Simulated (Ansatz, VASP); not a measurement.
# Two plane-wave programs on Y

File INCAR:

```
SYSTEM = Y
  ALGO = Normal
  EDIFF = 1E-6
  ENCUT = 520
  GGA = PS
  ISIF = 2
  ISMEAR = 0
  LASPH = .True.
  LCHARG = .False.
  LREAL = .False.
  LWAVE = .False.
  NBANDS = 18
  NELM = 60
  PREC = Accurate
  SIGMA = 0.15
```

Contents of KPOINTS:

```
k-points
0
Gamma
  15 15 8
  0 0 0
```

Contents of POSCAR:

```
Y
1.0
    3.3593792981      0.0000000000      0.0000000000
   -1.6796896490      2.9093078131      0.0000000000
    0.0000000000      0.0000000000      5.2876080000
Y
2
Direct
    0.3333333333      0.6666666667      0.2500000000
    0.6666666667      0.3333333333      0.7500000000
```

Input for Ansatz:

```yaml
crystal:
  lattice:
    - [3.3593792981, 0.0, 0.0]
    - [-1.679689649, 2.9093078131, 0.0]
    - [0.0, 0.0, 5.287608]
  atoms:
    - { symbol: "Y", position: [0.3333333333, 0.6666666667, 0.25] }
    - { symbol: "Y", position: [0.6666666667, 0.3333333333, 0.75] }
basis:
  ecutwfc: 420
kpoints:
  mp_grid: { grid: [15, 15, 8] }
hamiltonian:
  xc: pbesol
scf:
  occupations: { method: gaussian, width: 0.15 }
output:
  forces: true
  stress: true
  eigenvalues: true
```

Change from the starting cell: strain -0.080 along x and y, -0.080 along z, atoms carried along.

Alike in both runs: task single point; functional PBEsol; k mesh 15 × 15 × 8; occupations gaussian, width 0.15 eV; no spin polarisation.

|  | VASP | Ansatz |
| --- | --- | --- |
| version | VASP 6.6.1 | Ansatz 0.2.0 |
| potentials or method | VASP PAW PBE potentials, release 64 (Y_sv), cutoff 520 eV | scalar-relativistic, plane waves, PAW |
| valence electrons in the cell | 22 | 22 |

Ansatz gave:

* gap on the k mesh at the Fermi level (eV): none
* pressure (GPa): 10.7
* traceless stress, the component that is largest in VASP (GPa): 0.10

What did VASP give for the same quantities?

gap on the k mesh at the Fermi level (eV): none; pressure (GPa): 10.4; traceless stress, the component that is largest in VASP (GPa): 0.12.

VASP's potentials were made for PBE, not for PBEsol. A gap of «none» marks a metal or a gap that the smearing closes. With one functional, cell and mesh, what is left measures potentials, basis and numerics.
